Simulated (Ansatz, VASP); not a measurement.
## Two plane-wave programs on La

INCAR

```
ALGO = Normal
EDIFF = 1E-6
ENCUT = 520
GGA = PS
ISIF = 2
ISMEAR = -1
LASPH = True
LCHARG = True
LELF = True
LREAL = False
LVHAR = True
LWAVE = False
NBANDS = 18
NELM = 100
PREC = Accurate
SIGMA = 0.1
```

The input KPOINTS:

```
k-points
0
Gamma
  11 11 6
```

File POSCAR:

```
La
1.0
    3.7081896327      0.0000000000      0.0000000000
   -1.8540948163      3.2113864239      0.0000000000
    0.0000000000      0.0000000000      6.0577847849
La
2
Direct
    0.3333333333      0.6666666667      0.2500000000
    0.6666666667      0.3333333333      0.7500000000
```

Input for Ansatz:

```yaml
crystal:
  lattice:
    - [3.7081896327, 0.0, 0.0]
    - [-1.8540948163, 3.2113864239, 0.0]
    - [0.0, 0.0, 6.0577847849]
  atoms:
    - { symbol: La, position: [0.3333333333, 0.6666666667, 0.25] }
    - { symbol: La, position: [0.6666666667, 0.3333333333, 0.75] }
hamiltonian:
  xc: pbesol
  pseudopotentials:
    kind: paw
    azcp:
      La: "pseudopotentials/La.paw.azcp"
basis:
  ecutwfc: 420
  fft_grid_basis: typed
kpoints:
  mp_grid: { grid: [11, 11, 6], shift: [0, 0, 0] }
magnetization:
  spin_polarized: false
scf:
  occupations: { method: fermi_dirac, width: 0.1 }
  lower_state_search: "off"
output:
  stress: true
```

Alike in both runs: task single point; functional PBEsol; k mesh 11 × 11 × 6; occupations fermi-dirac, width 0.1 eV; no spin polarisation.

```csv
,VASP,Ansatz
version,VASP 6.6.1,Ansatz 0.2.0
potentials or method,"VASP PAW PBE potentials, release 64 (La), cutoff 520 eV","plane waves (420 eV) with PAW, scalar-relativistic"
valence electrons in the cell,22,22
```

Ansatz gave:

```
pressure (GPa)                                                : -1.0
traceless stress, the component that is largest in VASP (GPa) : -0.18
```

Which values does VASP return?

Pressure (GPa): -1.0; traceless stress, the component that is largest in VASP (GPa): -0.17.

VASP's potentials were made for PBE, not for PBEsol, and Ansatz warns of the same on its side.

Neither program's run includes spin-orbit coupling.
